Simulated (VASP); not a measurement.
B: single point with PBEsol

The system is B.

```
B
1.0
     0.00000    2.01647    2.01647
     2.01647    0.00000    2.01647
     2.01647    2.01647    0.00000
B
2
Cartesian
  0.5041 0.5041 0.5041
  3.5288 3.5288 3.5288
```

| Property | Result |
| --- | --- |
| Program | VASP 6.6.1 |
| Task | single point |
| Functional | PBEsol |
| Potentials or basis | VASP PAW PBE potentials, release 64 (B) |
| Cutoff | 520 eV |
| k mesh | 13 × 13 × 13 |
| Occupations | fermi-dirac, width 0.1 eV |
| Spin | no spin polarisation |
| Dipole correction | no |
| Further INCAR settings | ALGO = Normal; EDIFF = 1e-07; NBANDS = 10 |

```yaml
Pressure: 0.2 GPa
Band_gap_on_the_k_mesh: zero (band 3 reaches 7.94 eV, above the bottom of band 4 at 1.18 eV)
```

Levels at points of the mesh, in eV from the Fermi level:
```
           k point  band 1  band 2  band 3  band 4  band 5  band 6  band 7
(0.00, 0.00, 0.00)  -13.00    4.09    4.09    4.09    8.23    8.23    8.23
```

Wall time 5.2 s on 1 thread of Intel(R) Xeon(R) 6975P-C (Granite Rapids), on a shared host, peak memory 0.13 GiB.

Caveat: the PAW data sets were made with another functional, which shifts forces and pressure a little.
